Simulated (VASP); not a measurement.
Input of a VASP 6.6.1 run:

The input INCAR:

```
SYSTEM = Fe
  PREC = Accurate
  ENCUT = 520
  EDIFF = 1E-6
  ISMEAR = -1
  SIGMA = 0.1
  LREAL = .False.
  LASPH = .True.
  NELM = 100
  ALGO = Normal
  ISIF = 2
  LWAVE = .False.
  LCHARG = .False.
  GGA = B5
  ALDAX = 1.0
  AGGAX = 1.0
  AGGAC = 1.0
  ALDAC = 0.0
  NBANDS = 15
```

KPOINTS

```
regular mesh
0
Gamma
  16 16 9
  0 0 0
```

File POSCAR:

```
Fe
1.0
    2.4965129716      0.0000000000      0.0000000000
   -1.2482564858      2.1620436543      0.0000000000
    0.0000000000      0.0000000000      3.9370567515
Fe
2
Direct
    0.3333333333      0.6666666667      0.2500000000
    0.6666666667      0.3333333333      0.7500000000
```

Potentials or basis: VASP PAW PBE potentials, release 64 (Fe).

Launch:

```console
$ cat potpaw_PBE.64/Fe/POTCAR > POTCAR
$ mpirun -np 1 vasp_std > vasp.out
```

Question: What does it give for the band gap on the k mesh?

Answer: Zero (bands 8 and 9 overlap by 1.76 eV).

Question: Predict the pressure.

Answer: 0.1 GPa.

Caveat: the PAW data sets were made with another functional, which shifts forces and pressure a little; the run has no spin polarisation, though such a crystal can be magnetic. Spin polarisation is off, so any magnetic state and its effect on volume and gap are missing.
